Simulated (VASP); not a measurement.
# KF (Fm-3m) in VASP: a series of runs

The runs below take KF through single point, with r2SCAN.

Everything below comes from runs of VASP 6.6.1. Logs are shortened: lines on timing, memory, paths and dates and some standing lists are left out, and cuts for length are marked.

### 1 The cell of the first run

It takes space group Fm-3m (No. 225, cubic). The conventional cell has a = 5.318 Å, b = 5.318 Å, c = 5.318 Å, α = 90.00°, β = 90.00°, γ = 90.00°. K (site symmetry m-3m) has 6 F at 2.66 Å within 3.5 Å. Within 3.5 Å of F (site symmetry m-3m) lie 6 K at 2.66 Å.

### 2 Single point, r2SCAN

Contents of POSCAR:

```
KF
1.0
    0.0000000000      2.6589605711      2.6589605711
    2.6589605711      0.0000000000      2.6589605711
    2.6589605711      2.6589605711      0.0000000000
K F
1 1
Direct
    0.0000000000      0.0000000000      0.0000000000
    0.5000000000      0.5000000000      0.5000000000
```

Contents of INCAR.step1:

```
SYSTEM = KF
ALGO     = Normal         ! electronic algorithm
EDIFF    = 1E-4           ! SCF threshold, eV
ENCUT    = 520            ! plane-wave cutoff, eV
GGA      = PE             ! functional
ISMEAR   = 0              ! smearing method
LASPH    = .TRUE.         ! aspherical terms in the spheres
LCHARG   = .FALSE.        ! write CHGCAR
LREAL    = .FALSE.        ! projectors in reciprocal space
LWAVE    = .TRUE.         ! write WAVECAR
NBANDS   = 15             ! bands
NELM     = 80             ! most SCF steps
PREC     = Accurate       ! precision mode
SIGMA    = 0.01           ! smearing width, eV
```

Contents of INCAR.step2:

```
SYSTEM = KF
ALGO     = Normal         ! electronic algorithm
EDIFF    = 1E-6           ! SCF threshold, eV
ENCUT    = 520            ! plane-wave cutoff, eV
ISIF     = 2              ! what is computed and relaxed
ISMEAR   = 0              ! smearing method
ISTART   = 1            
LASPH    = .TRUE.         ! aspherical terms in the spheres
LCHARG   = .TRUE.         ! write CHGCAR
LELF     = .TRUE.         ! ELF
LMIXTAU  = .TRUE.       
LREAL    = .FALSE.        ! projectors in reciprocal space
LVHAR    = .TRUE.       
LWAVE    = .FALSE.        ! write WAVECAR
METAGGA  = R2SCAN         ! meta-GGA
NBANDS   = 15             ! bands
NELM     = 80             ! most SCF steps
PREC     = Accurate       ! precision mode
SIGMA    = 0.01           ! smearing width, eV
```

Contents of KPOINTS:

```
k-points
0
G
  8 8 8
  0 0 0
```

Potentials or basis: VASP PAW PBE potentials, release 64 (K_sv, F).

Started as:

```
> cat potpaw_PBE.64/K_sv/POTCAR potpaw_PBE.64/F/POTCAR > POTCAR
> cp INCAR.step1 INCAR
> mpirun -np 1 vasp_std > vasp.out
> cp INCAR.step2 INCAR
> mpirun -np 1 vasp_std > vasp.out
```

OUTCAR:

```text
SYSTEM = KF
   EDIFF = 1E-6
   ENCUT = 520
   ISIF = 2
   ISMEAR = 0
   ISTART = 1
   LASPH = .TRUE.
   LREAL = .FALSE.
   METAGGA = R2SCAN
   NELM = 80
   PREC = Accurate

 ion  position               nearest neighbor table
   1  0.000  0.000  0.000-   2 2.66   2 2.66   2 2.66   2 2.66   2 2.66   2 2.66
   2  0.500  0.500  0.500-   1 2.66   1 2.66   1 2.66   1 2.66   1 2.66   1 2.66

  LATTYP: Found a face centered cubic cell.
 ALAT       =     5.3179211422

  Lattice vectors:

 A1 = (   0.0000000000,   2.6589605711,   2.6589605711)
 A2 = (   2.6589605711,   0.0000000000,   2.6589605711)
 A3 = (   2.6589605711,   2.6589605711,   0.0000000000)

Analysis of symmetry for initial positions (statically):
=====================================================================
 Subroutine PRICEL returns:
 Original cell was already a primitive cell.

 Routine SETGRP: Setting up the symmetry group for a
 face centered cubic supercell.

 Subroutine GETGRP returns: Found 48 space group operations
 (whereof 48 operations were pure point group operations)
 out of a pool of 48 trial point group operations.

The static configuration has the point symmetry O_h .

Analysis of symmetry for dynamics (positions and initial velocities):
=====================================================================
 Subroutine PRICEL returns:
 Original cell was already a primitive cell.

 Routine SETGRP: Setting up the symmetry group for a
 face centered cubic supercell.

 Subroutine GETGRP returns: Found 48 space group operations
 (whereof 48 operations were pure point group operations)
 out of a pool of 48 trial point group operations.

The dynamic configuration has the point symmetry O_h .

 Subroutine INISYM returns: Found 48 space group operations
 (whereof 48 operations are pure point group operations),
 and found     1 'primitive' translations

----------------------------------------------------------------------------------------

                                     Primitive cell

  volume of cell :      37.5981

  direct lattice vectors                    reciprocal lattice vectors
     0.000000000  2.658960571  2.658960571    -0.188043405  0.188043405  0.188043405
     2.658960571  0.000000000  2.658960571     0.188043405 -0.188043405  0.188043405
     2.658960571  2.658960571  0.000000000     0.188043405  0.188043405 -0.188043405

  length of vectors
     3.760338101  3.760338101  3.760338101     0.325700732  0.325700732  0.325700732

  position of ions in fractional coordinates (direct lattice)
     0.000000000  0.000000000  0.000000000
     0.500000000  0.500000000  0.500000000

  ion indices of the primitive-cell ions
   primitive index   ion index
                 1           1
                 2           2

----------------------------------------------------------------------------------------

 KPOINTS: k-points

Automatic generation of k-mesh.
 Grid dimensions read from file:
 generate k-points for:    8    8    8

 Generating k-lattice:

  Cartesian coordinates                     Fractional coordinates (reciprocal lattice)
    -0.023505426  0.023505426  0.023505426     0.125000000  0.000000000  0.000000000
     0.023505426 -0.023505426  0.023505426     0.000000000  0.125000000  0.000000000
     0.023505426  0.023505426 -0.023505426     0.000000000  0.000000000  0.125000000

  Length of vectors
     0.040712591  0.040712591  0.040712591

  Shift w.r.t. Gamma in fractional coordinates (k-lattice)
     0.000000000  0.000000000  0.000000000

 Subroutine IBZKPT returns following result:
 ===========================================

 Found     29 irreducible k-points:

 Following reciprocal coordinates:
            Coordinates               Weight
  0.000000  0.000000  0.000000      1.000000
  0.125000  0.000000  0.000000      8.000000
  0.250000  0.000000  0.000000      8.000000
  0.375000  0.000000  0.000000      8.000000
  0.500000  0.000000  0.000000      4.000000
  0.125000  0.125000  0.000000      6.000000
[... 16 lines left out ...]
  0.500000  0.250000  0.125000     48.000000
 -0.375000  0.250000  0.125000     24.000000
 [... further k-points ...]
   k-points           NKPTS =     29   k-points in BZ     NKDIM =     29   number of bands    NBANDS=     15
   number of dos      NEDOS =    301   number of ions     NIONS =      2
   total plane-waves  NPLWV =  21952
   dimension x,y,z NGX =    28 NGY =   28 NGZ =   28
   dimension x,y,z NGXF=    56 NGYF=   56 NGZF=   56
   ions per type =               1   1
   NGX,Y,Z   is equivalent  to a cutoff of  12.38, 12.38, 12.38 a.u.
   NGXF,Y,Z  is equivalent  to a cutoff of  24.76, 24.76, 24.76 a.u.
 SYSTEM =  KF
   PREC   = accura    normal or accurate (medium, high low for compatibility)
   ISTART =      1    job   : 0-new  1-cont  2-samecut
   ICHARG =      0    charge: 1-file 2-atom 10-const
   ISPIN  =      1    spin polarized calculation?
   LNONCOLLINEAR =      F non collinear calculations
   LSORBIT =      F    spin-orbit coupling
   LASPH  =      T    aspherical Exc in radial PAW
   ENCUT  =  520.0 eV  38.22 Ry    6.18 a.u.   6.99  6.99  6.99*2*pi/ulx,y,z
   NELM   =     80;   NELMIN=  2; NELMDL=  0     # of ELM steps
   EDIFF  = 0.1E-05   stopping-criterion for ELM
   LREAL  =      F    real-space projection
   EDIFFG = 0.1E-04   stopping-criterion for IOM
   NSW    =      0    number of steps for IOM
   IBRION =     -1    ionic relax: 0-MD 1-quasi-New 2-CG
   NFREE  =      0    steps in history (QN), initial steepest desc. (CG)
   ISIF   =      2    stress and relaxation
   ISYM   =      2    0-nonsym 1-usesym 2-fastsym
   POTIM  = 0.5000    time-step for ionic-motion
   TEBEG  =    0.0;   TEEND  =   0.0 temperature during run
   PSTRESS=    0.0 pullay stress
   NELECT =      16.0000    total number of electrons
   NUPDOWN=      -1.0000    fix difference up-down
   EMIN   =  10.00;   EMAX   =-10.00  energy-range for DOS
   EFERMI =   0.00;   METHOD = LEGACY
   ISMEAR =     0;   SIGMA  =   0.01  broadening in eV -4-tet -1-fermi 0-gaus
   EFERMI_NEDOS =   21; number of points for ismear=-14 and -15
   IALGO  =     38    algorithm
   IMIX   =      4    mixing-type and parameters
     AMIX     =   0.40;   BMIX     =  1.00
     AMIX_MAG =   1.60;   BMIX_MAG =  1.00
  volume/ion in A,a.u.               =      18.80       126.86
  Fermi-wavevector in a.u.,A,eV,Ry     =   1.231382  2.326975 20.630548  1.516303
  Thomas-Fermi vector in A             =   2.366194
   LORBIT       =      0    0 simple, 1 ext, 2 COOP (PROOUT), +10 PAW based schemes
   METAGGA = R2SCAN    functional components
   LHFCALC =     F    Hartree Fock is set to
   AEXX    =    0.0000 exact exchange contribution
   IVDW    =     0    specifies the selected vdW correction
   LEPSILON=     F    determine dielectric tensor
   LRPA    =     F    only Hartree local field effects (RPA)
 non-spin polarized calculation
 Gauss-broadening in eV      SIGMA  =   0.01
  energy-cutoff  :      520.00
  volume of cell :       37.60
 maximum number of plane-waves:      1036
   NGX = 13   NGY = 13   NGZ = 13

 number of electron      16.0000010 magnetization

 Free energy of the ion-electron system (eV)
  ---------------------------------------------------
  ext. energy  EPLUGINS =         0.00000000
  ---------------------------------------------------
  free energy    TOTEN  =       -14.97291621 eV

  energy without entropy =      -14.97291621  energy(sigma->0) =      -14.97291621

 E-fermi :  -3.1609     XC(G=0):  -8.9718

 val. band max:       -3.3119906614   @ k =   0.0000   0.0000   0.0000
 cond. band min:       3.5957294748   @ k =   0.0000   0.0000   0.0000
 fundamental gap:      6.9077201362
 Fermi energy:        -3.1608733362

 k-point     1 :       0.0000    0.0000    0.0000
  band No.  band energies     occupation
      1     -30.3949      2.00000
      2     -23.1085      2.00000
      3     -12.8696      2.00000
      4     -12.8696      2.00000
      5     -12.8696      2.00000
      6      -3.3120      2.00000
      7      -3.3120      2.00000
      8      -3.3120      2.00000
      9       3.5957      0.00000
     10       8.1806      0.00000
     11       8.1806      0.00000
     12       8.1806      0.00000
     13      10.0620      0.00000
     14      10.0620      0.00000
     15      13.9772      0.00000

 k-point     2 :       0.1250    0.0000    0.0000
  band No.  band energies     occupation
      1     -30.3802      2.00000
      2     -23.1225      2.00000
      3     -12.9116      2.00000
      4     -12.8750      2.00000
      5     -12.8750      2.00000
      6      -3.4474      2.00000
      7      -3.3647      2.00000
      8      -3.3647      2.00000
      9       4.0334      0.00000
     10       7.8798      0.00000
     11       8.4004      0.00000
     12       8.4004      0.00000
     13      10.2122      0.00000
     14      10.2122      0.00000
     15      14.8089      0.00000

 k-point     3 :       0.2500    0.0000    0.0000
  band No.  band energies     occupation
      1     -30.3444      2.00000
      2     -23.1555      2.00000
      3     -13.0119      2.00000
      4     -12.8878      2.00000
      5     -12.8878      2.00000
      6      -3.7384      2.00000
      7      -3.4892      2.00000
      8      -3.4892      2.00000
      9       5.1218      0.00000
     10       7.4793      0.00000
     11       8.9504      0.00000
     12       8.9504      0.00000
     13      10.6739      0.00000
     14      10.6739      0.00000
     15      16.1136      0.00000
[... 343 lines left out ...]
 k-point    23 :       0.5000    0.2500    0.1250
  band No.  band energies     occupation
      1     -30.2925      2.00000
      2     -23.1752      2.00000
      3     -13.1539      2.00000
      4     -13.0748      2.00000
      5     -12.9351      2.00000
      6      -3.8642      2.00000
      7      -3.6088      2.00000
      8      -3.4655      2.00000
      9       6.6100      0.00000
     10       7.0337      0.00000
     11       9.3987      0.00000
     12      10.1821      0.00000
     13      11.2387      0.00000
     14      12.2167      0.00000
     15      14.1791      0.00000

 k-point    24 :      -0.3750    0.2500    0.1250
  band No.  band energies     occupation
      1     -30.2810      2.00000
      2     -23.1809      2.00000
      3     -13.1995      2.00000
      4     -13.0916      2.00000
      5     -12.9430      2.00000
      6      -3.8703      2.00000
      7      -3.5875      2.00000
      8      -3.5617      2.00000
      9       6.7523      0.00000
     10       7.4695      0.00000
     11       9.3614      0.00000
     12      10.3620      0.00000
     13      11.7292      0.00000
     14      12.7683      0.00000
     15      13.2233      0.00000

 [... further k-points ...]

------------------------ aborting loop because EDIFF is reached ----------------------------------------

  FORCE on cell =-STRESS in cart. coord.  units (eV):
  Direction    XX          YY          ZZ          XY          YZ          ZX
  --------------------------------------------------------------------------------------
  -------------------------------------------------------------------------------------
  Total       -0.0077853     -0.0077853     -0.0077853      0.0000000     -0.0000000      0.0000000
  in kB       -0.3317570     -0.3317570     -0.3317570      0.0000000     -0.0000000      0.0000000
  external PRESSURE =      -0.3317570 kB  Pullay stress =       0.0000000 kB

 VOLUME and BASIS-vectors are now :
 -----------------------------------------------------------------------------
  energy-cutoff  :      520.00
  volume of cell :       37.60
      direct lattice vectors                 reciprocal lattice vectors
     0.000000000  2.658960571  2.658960571    -0.188043405  0.188043405  0.188043405
     2.658960571  0.000000000  2.658960571     0.188043405 -0.188043405  0.188043405
     2.658960571  2.658960571  0.000000000     0.188043405  0.188043405 -0.188043405

 POSITION                                       TOTAL-FORCE (eV/Angst)
 -----------------------------------------------------------------------------------
      0.00000      0.00000      0.00000        -0.000000     -0.000000      0.000000
      2.65896      2.65896      2.65896         0.000000      0.000000      0.000000
 -----------------------------------------------------------------------------------
    total drift:                                0.000000      0.000000      0.000000

  FREE ENERGIE OF THE ION-ELECTRON SYSTEM (eV)
  ---------------------------------------------------
  free  energy   TOTEN  =       -14.9729162062 eV

  energy  without entropy=      -14.9729162062  energy(sigma->0) =      -14.97291621
```

Wall time 2.1 min (1 thread of AMD EPYC 7R13, shared host); peak memory 0.14 GiB.

Results:

```
Free energy            : -14.9729 eV
Pressure               : 0.0 GPa
Band gap on the k mesh : 6.91 eV
```

Levels at points of the mesh, in eV from the valence-band top:
```
           k point  band 6  band 7  band 8  band 9  band 10  band 11
(0.00, 0.00, 0.00)    0.00    0.00    0.00    6.91    11.49    11.49
(0.50, 0.00, 0.00)   -0.78   -0.35   -0.35    9.74    11.36    12.99
(0.50, 0.50, 0.00)   -0.20   -0.05   -0.05    8.78    11.31    12.54
```

Caveat: the PAW data sets were made with another functional, which shifts forces and pressure a little. A k mesh can miss the band edges.

### 3 Single point, r2SCAN (strain +3.0%)

Contents of POSCAR:

```
KF
1.0
    0.0000000000      2.7387293882      2.7387293882
    2.7387293882      0.0000000000      2.7387293882
    2.7387293882      2.7387293882      0.0000000000
K F
1 1
Direct
    0.0000000000      0.0000000000      0.0000000000
    0.5000000000      0.5000000000      0.5000000000
```

Contents of INCAR.step1:

```
PREC = Accurate
ENCUT = 520
ISMEAR = 0
SIGMA = 0.01
LREAL = False
LASPH = True
NELM = 100
NBANDS = 15
GGA = PE
ALGO = Normal
EDIFF = 1E-4
LWAVE = True
LCHARG = False
```

Contents of INCAR.step2:

```
PREC = Accurate
ENCUT = 520
EDIFF = 1E-6
ISMEAR = 0
SIGMA = 0.01
LREAL = False
LASPH = True
NELM = 100
ALGO = Normal
ISIF = 2
LWAVE = False
LCHARG = True
METAGGA = R2SCAN
LMIXTAU = True
LELF = True
LVHAR = True
NBANDS = 15
ISTART = 1
```

Contents of KPOINTS:

```
regular mesh
0
Gamma
  8 8 8
```

Potentials or basis: VASP PAW PBE potentials, release 64 (K_sv, F).

Started as:

```
> cat potpaw_PBE.64/K_sv/POTCAR potpaw_PBE.64/F/POTCAR > POTCAR
> cp INCAR.step1 INCAR
> mpirun -np 1 vasp_std > vasp.out
> cp INCAR.step2 INCAR
> mpirun -np 1 vasp_std > vasp.out
```

Run time: 2.4 min. Hardware: 1 thread of AMD EPYC 7R13, shared host; peak memory 0.15 GiB.

It converged, with:

* Free energy: -14.9467 eV
* Pressure: -2.6 GPa
* Band gap on the k mesh: 6.45 eV

Levels at points of the mesh, in eV from the valence-band top:
```csv
k point,band 4,band 5,band 6,band 7,band 8,band 9,band 10,band 11,band 12,band 13
"(0.00, 0.00, 0.00)",-9.88,-9.88,0.00,0.00,0.00,6.45,11.24,11.24,11.24,13.00
"(0.50, 0.00, 0.00)",-9.91,-9.91,-0.68,-0.28,-0.28,9.37,10.70,12.57,12.57,14.80
"(0.50, 0.50, 0.00)",-10.04,-10.04,-0.23,-0.07,-0.07,8.69,10.81,11.83,14.23,14.67
```

Caveat: the cell differs from its parent crystal (strain +3.0%); the PAW data sets were made with another functional, which shifts forces and pressure a little. A k mesh can miss the band edges.
